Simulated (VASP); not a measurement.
Wanted: the native input for a VASP 6.6.1 run.

```
Task                   : single point
Functional             : PBE
Potentials or basis    : VASP PAW PBE potentials, release 64 (Sr_sv)
Cutoff                 : 520 eV
k mesh                 : 12 × 12 × 6
Occupations            : gaussian, width 0.15 eV
Spin                   : no spin polarisation
Dipole correction      : no
Further INCAR settings : ALGO = Fast; EDIFF = 1e-07; NBANDS = 17
```

The structure of Sr lies in POSCAR:

```
Sr
1.0
    4.5878383265      0.0000000000      0.0000000000
   -2.2939191633      3.1600677033      0.0000000000
    0.0000000000      0.0000000000      7.5042481023
Sr
2
Direct
    0.3333333333      0.6666666667      0.2500000000
    0.6666666667      0.3333333333      0.7500000000
```

This cell differs from its parent crystal: strain +e along x and -e along y +0.1100, strain +e along z and -e/2 along x and y +0.0700.

One way to write it, as run:

INCAR

```
SYSTEM = Sr
ALGO = Fast
EDIFF = 1E-7
ENCUT = 520
GGA = PE
ISIF = 2
ISMEAR = 0
LASPH = .True.
LCHARG = .False.
LREAL = .False.
LWAVE = .False.
NBANDS = 17
NELM = 100
PREC = Accurate
SIGMA = 0.15
```

KPOINTS

```
k-points
0
Gamma
  12 12 6
  0 0 0
```

Potentials or basis: VASP PAW PBE potentials, release 64 (Sr_sv).

Command:

```sh
$ cat potpaw_PBE.64/Sr_sv/POTCAR > POTCAR
$ mpirun -np 1 vasp_std > vasp.out
```

It gave:

```
Pressure               : 0.3 GPa
Largest force          : 0.134 eV/Å
Band gap on the k mesh : zero (bands 10 and 11 overlap by 0.50 eV)
```

Caveat: the cell differs from its parent crystal (strain +e along x and -e along y +0.1100, strain +e along z and -e/2 along x and y +0.0700).

Run time: 2.7 min on 1 thread of Intel(R) Xeon(R) 6975P-C (Granite Rapids), with other jobs on the host, peak memory 0.42 GiB.
